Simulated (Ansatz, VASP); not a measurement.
## InP in VASP and in Ansatz

```xyz
2
Lattice="0.0000 2.5880 2.9198 2.5880 0.0000 2.9198 2.5880 2.5880 0.0000" Properties=species:S:1:pos:R:3 pbc="T T T"
In    0.0000    0.0000    0.0000
P     2.5880    2.5880    2.9198
```

Alike in both runs: task single point; functional PBE; k mesh 20 × 20 × 20; occupations gaussian, width 0.15 eV; no spin polarisation.

|  | VASP | Ansatz |
| --- | --- | --- |
| version | VASP 6.6.1 | Ansatz 0.2.0 |
| potentials or method | VASP PAW PBE potentials, release 64 (In_d, P), cutoff 520 eV | scalar-relativistic, plane waves, PAW |
| valence electrons in the cell | 18 | 18 |

|  | VASP | Ansatz | Ansatz less VASP |
| --- | --- | --- | --- |
| gap on the k mesh at the Fermi level (eV) | none | none | - |
| pressure (GPa) | 9.9 | 10.0 | +0.07 |
| traceless stress, the component that is largest in VASP (GPa) | -10.48 | -10.53 | -0.047 |

A gap of «none» marks a metal or a gap that the smearing closes.
